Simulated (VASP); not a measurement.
# PbSe (I4mm) in VASP: single point with PBE

Aim: the single point of PbSe with PBE.

Program: VASP 6.6.1. These are calculated values, not measurements. Logs are shortened: lines on timing, memory, paths and dates and some standing lists are left out, and cuts for length are marked.

**1. The cell of the first run**

It takes space group I4mm (No. 107, tetragonal). Conventional cell: a = 4.331 Å, b = 4.331 Å, c = 6.124 Å, α = 90.00°, β = 90.00°, γ = 90.00°. Within 3.8 Å of Pb (site symmetry 4mm) lie 6 Se at 2.86 to 3.26 Å. Within 3.8 Å of Se (site symmetry 4mm) lie 6 Pb at 2.86 to 3.26 Å.

**2. Single point, PBE (atom 2 (Se) moved by (+0.000, -0.200) A along [1 1 0] and z)**

INCAR

```
SYSTEM = PbSe
PREC = Accurate
ENCUT = 520
EDIFF = 1E-6
ISMEAR = 0
SIGMA = 0.03
LREAL = .False.
LASPH = .True.
NELM = 60
ALGO = Normal
ISIF = 2
LWAVE = .False.
LCHARG = .False.
GGA = PE
NBANDS = 17
```

KPOINTS

```
regular mesh
0
Gamma
  10 10 10
  0 0 0
```

POSCAR

```
PbSe
1.0
    0.0000000000      3.0621500000      3.0621500000
    3.0621500000      0.0000000000      3.0621500000
    3.0621500000      3.0621500000      0.0000000000
Pb Se
1 1
Direct
    0.0000000000      0.0000000000      0.0000000000
    0.4673432066      0.4673432066      0.5326567934
```

Potentials or basis: VASP PAW PBE potentials, release 64 (Pb_d, Se).

The run is started by

```sh
$ cat potpaw_PBE.64/Pb_d/POTCAR potpaw_PBE.64/Se/POTCAR > POTCAR
$ mpirun -np 1 vasp_std > vasp.out
```

OUTCAR:

```text
SYSTEM = PbSe
   PREC = Accurate
   ENCUT = 520
   EDIFF = 1E-6
   ISMEAR = 0
   LREAL = .False.
   LASPH = .True.
   NELM = 60
   ISIF = 2
   GGA = PE

 ion  position               nearest neighbor table
   1  0.000  0.000  0.000-   2 2.86   2 3.07   2 3.07   2 3.07   2 3.07   2 3.26
   2  0.467  0.467  0.533-   1 2.86   1 3.07   1 3.07   1 3.07   1 3.07   1 3.26

  LATTYP: Found a face centered cubic cell.
 ALAT       =     6.1243000000

  Lattice vectors:

 A1 = (   0.0000000000,   3.0621500000,   3.0621500000)
 A2 = (   3.0621500000,   0.0000000000,   3.0621500000)
 A3 = (   3.0621500000,   3.0621500000,   0.0000000000)

Analysis of symmetry for initial positions (statically):
=====================================================================
 Subroutine PRICEL returns:
 Original cell was already a primitive cell.

 Routine SETGRP: Setting up the symmetry group for a
 face centered cubic supercell.

 Subroutine GETGRP returns: Found  8 space group operations
 (whereof  8 operations were pure point group operations)
 out of a pool of 48 trial point group operations.

The static configuration has the point symmetry C_4v.

Analysis of symmetry for dynamics (positions and initial velocities):
=====================================================================
 Subroutine PRICEL returns:
 Original cell was already a primitive cell.

 Routine SETGRP: Setting up the symmetry group for a
 face centered cubic supercell.

 Subroutine GETGRP returns: Found  8 space group operations
 (whereof  8 operations were pure point group operations)
 out of a pool of 48 trial point group operations.

The dynamic configuration has the point symmetry C_4v.

 Subroutine INISYM returns: Found  8 space group operations
 (whereof  8 operations are pure point group operations),
 and found     1 'primitive' translations

----------------------------------------------------------------------------------------

                                     Primitive cell

  volume of cell :      57.4261

  direct lattice vectors                    reciprocal lattice vectors
     0.000000000  3.062150000  3.062150000    -0.163283967  0.163283967  0.163283967
     3.062150000  0.000000000  3.062150000     0.163283967 -0.163283967  0.163283967
     3.062150000  3.062150000  0.000000000     0.163283967  0.163283967 -0.163283967

[... 73 lines left out ...]
 SYSTEM =  PbSe
   PREC   = accura    normal or accurate (medium, high low for compatibility)
   ISTART =      0    job   : 0-new  1-cont  2-samecut
   ICHARG =      2    charge: 1-file 2-atom 10-const
   ISPIN  =      1    spin polarized calculation?
   LNONCOLLINEAR =      F non collinear calculations
   LSORBIT =      F    spin-orbit coupling
   LASPH  =      T    aspherical Exc in radial PAW
   ENCUT  =  520.0 eV  38.22 Ry    6.18 a.u.   8.05  8.05  8.05*2*pi/ulx,y,z
   NELM   =     60;   NELMIN=  2; NELMDL= -5     # of ELM steps
   EDIFF  = 0.1E-05   stopping-criterion for ELM
   LREAL  =      F    real-space projection
   EDIFFG = 0.1E-04   stopping-criterion for IOM
   NSW    =      0    number of steps for IOM
   IBRION =     -1    ionic relax: 0-MD 1-quasi-New 2-CG
   NFREE  =      0    steps in history (QN), initial steepest desc. (CG)
   ISIF   =      2    stress and relaxation
   ISYM   =      2    0-nonsym 1-usesym 2-fastsym
   POTIM  = 0.5000    time-step for ionic-motion
   TEBEG  =    0.0;   TEEND  =   0.0 temperature during run
   PSTRESS=    0.0 pullay stress
   NELECT =      20.0000    total number of electrons
   NUPDOWN=      -1.0000    fix difference up-down
   EMIN   =  10.00;   EMAX   =-10.00  energy-range for DOS
   EFERMI =   0.00;   METHOD = LEGACY
   ISMEAR =     0;   SIGMA  =   0.03  broadening in eV -4-tet -1-fermi 0-gaus
   EFERMI_NEDOS =   21; number of points for ismear=-14 and -15
   IALGO  =     38    algorithm
   IMIX   =      4    mixing-type and parameters
     AMIX     =   0.40;   BMIX     =  1.00
     AMIX_MAG =   1.60;   BMIX_MAG =  1.00
  volume/ion in A,a.u.               =      28.71       193.77
  Fermi-wavevector in a.u.,A,eV,Ry     =   1.151812  2.176610 18.050462  1.326672
  Thomas-Fermi vector in A             =   2.288467
   LORBIT       =      0    0 simple, 1 ext, 2 COOP (PROOUT), +10 PAW based schemes
   GGA     = PE    functional components
   LHFCALC =     F    Hartree Fock is set to
   AEXX    =    0.0000 exact exchange contribution
   IVDW    =     0    specifies the selected vdW correction
   LEPSILON=     F    determine dielectric tensor
   LRPA    =     F    only Hartree local field effects (RPA)
 non-spin polarized calculation
 Gauss-broadening in eV      SIGMA  =   0.03
  energy-cutoff  :      520.00
  volume of cell :       57.43
 maximum number of plane-waves:      1572
   NGX = 17   NGY = 17   NGZ = 17

 number of electron      19.9999999 magnetization

 Free energy of the ion-electron system (eV)
  ---------------------------------------------------
  ext. energy  EPLUGINS =         0.00000000
  ---------------------------------------------------
  free energy    TOTEN  =        -8.16013406 eV

  energy without entropy =       -8.16013406  energy(sigma->0) =       -8.16013406

 E-fermi :   5.0898     XC(G=0):  -9.5145

 val. band max:        4.8791147950   @ k =   0.5000   0.0000   0.0000
 cond. band min:       5.5516630511   @ k =   0.5000   0.0000   0.0000
 fundamental gap:      0.6725482561
 Fermi energy:         5.0897905787

 k-point     1 :       0.0000    0.0000    0.0000
  band No.  band energies     occupation
      1     -11.7660      2.00000
      2     -11.7617      2.00000
      3     -11.7613      2.00000
      4     -11.7585      2.00000
      5     -11.7585      2.00000
      6      -8.5775      2.00000
[... 457 lines left out ...]
      4     -11.7555      2.00000
      5     -11.7484      2.00000
      6      -8.3762      2.00000
[... 9 lines left out ...]
     16      12.5534      0.00000
     17      14.0974      0.00000

 [... further k-points ...]
[... 5 lines left out ...]
  --------------------------------------------------------------------------------------
  -------------------------------------------------------------------------------------
  Total        0.8381791      0.8381791      1.4598726      0.0000000      0.0000000      0.0000000
  in kB       23.3850354     23.3850354     40.7301644      0.0000000      0.0000000      0.0000000
  external PRESSURE =      29.1667451 kB  Pullay stress =       0.0000000 kB

 VOLUME and BASIS-vectors are now :
 -----------------------------------------------------------------------------
  energy-cutoff  :      520.00
  volume of cell :       57.43
      direct lattice vectors                 reciprocal lattice vectors
     0.000000000  3.062150000  3.062150000    -0.163283967  0.163283967  0.163283967
     3.062150000  0.000000000  3.062150000     0.163283967 -0.163283967  0.163283967
     3.062150000  3.062150000  0.000000000     0.163283967  0.163283967 -0.163283967

 POSITION                                       TOTAL-FORCE (eV/Angst)
 -----------------------------------------------------------------------------------
      0.00000      0.00000      0.00000         0.000000      0.000000     -0.242905
      3.06215      3.06215      2.86215         0.000000      0.000000      0.242905
 -----------------------------------------------------------------------------------
    total drift:                               -0.000000     -0.000000      0.000095

  FREE ENERGIE OF THE ION-ELECTRON SYSTEM (eV)
  ---------------------------------------------------
  free  energy   TOTEN  =        -8.1601340566 eV

  energy  without entropy=       -8.1601340566  energy(sigma->0) =       -8.16013406
```

stdout:

```text
POSCAR found type information on POSCAR PbSe
 POSCAR found :  2 types and       2 ions
 scaLAPACK will be used
 LDA part: xc-table for (Slater+PW92), standard interpolation
 POSCAR, INCAR and KPOINTS ok, starting setup
 FFT: planning ... GRIDC
 FFT: planning ... GRID_SOFT
 FFT: planning ... GRID
 WAVECAR not read
 entering main loop
```

Wall time 50 s (1 thread of AMD EPYC 9R45 (Zen 5), shared host); peak memory 0.22 GiB.

Results:

```yaml
Free_energy: -8.1601 eV
Pressure: 2.9 GPa
Largest_force: 0.243 eV/Å
Band_gap_on_the_k_mesh: 0.67 eV, direct
```

Forces on the atoms (eV/Å):
```
Pb   0.000  0.000 -0.243
Se   0.000  0.000  0.243
```

Stress tensor (GPa, compression positive):
```
2.34 0.00 0.00
0.00 2.34 0.00
0.00 0.00 4.07
```

Caveat: the cell differs from its parent crystal (atom 2 (Se) moved by (+0.000, -0.200) A along [1 1 0] and z); spin-orbit coupling is left out, which moves the levels of the heavy elements.
